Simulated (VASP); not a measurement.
Set up this calculation in VASP 6.6.1, as the native input.

| Quantity | Value |
| --- | --- |
| Task | single point |
| Functional | PBEsol |
| Dispersion | D4 |
| Potentials or basis | VASP PAW PBE potentials, release 64 (Cu) |
| Cutoff | 520 eV |
| k mesh | 3 × 13 × 2 |
| Occupations | gaussian, width 0.15 eV |
| Spin | no spin polarisation |
| Dipole correction | no |
| Further INCAR settings | ALGO = Normal; EDIFF = 1e-07; NBANDS = 12 |

The structure of Cu lies in POSCAR:

```
Cu
1.0
   11.6468804318      0.0000000000      0.0000000000
    0.0000000000      2.2530350280      0.0000000000
   -4.6260594830      0.0000000000     21.8873881436
Cu
1
Direct
    0.5000000000      0.5000000000      0.5000000000
```

The input as run:

INCAR

```
PREC = Accurate
ENCUT = 520
EDIFF = 1E-7
ISMEAR = 0
SIGMA = 0.15
LREAL = F
LASPH = T
NELM = 100
ALGO = Normal
ISIF = 2
LWAVE = F
LCHARG = T
GGA = PS
IVDW = 13
LELF = T
LVHAR = T
NBANDS = 12
```

KPOINTS

```
Automatic mesh
0
Gamma
  3 13 2
```

Potentials or basis: VASP PAW PBE potentials, release 64 (Cu).

Launch:

```bash
$ cat potpaw_PBE.64/Cu/POTCAR > POTCAR
$ mpirun -np 1 vasp_std > vasp.out
```

Results of the run:

The pressure is 0.0 GPa. The dispersion energy per atom is -0.019 eV.

Caveat: the PAW data sets were made with another functional, which shifts forces and pressure a little; pairwise dispersion overbinds metals, which lowers pressure and volume.

It took 2.3 min on 1 thread of Intel(R) Xeon(R) 6975P-C (Granite Rapids), with other jobs on the host, peak memory 0.67 GiB.
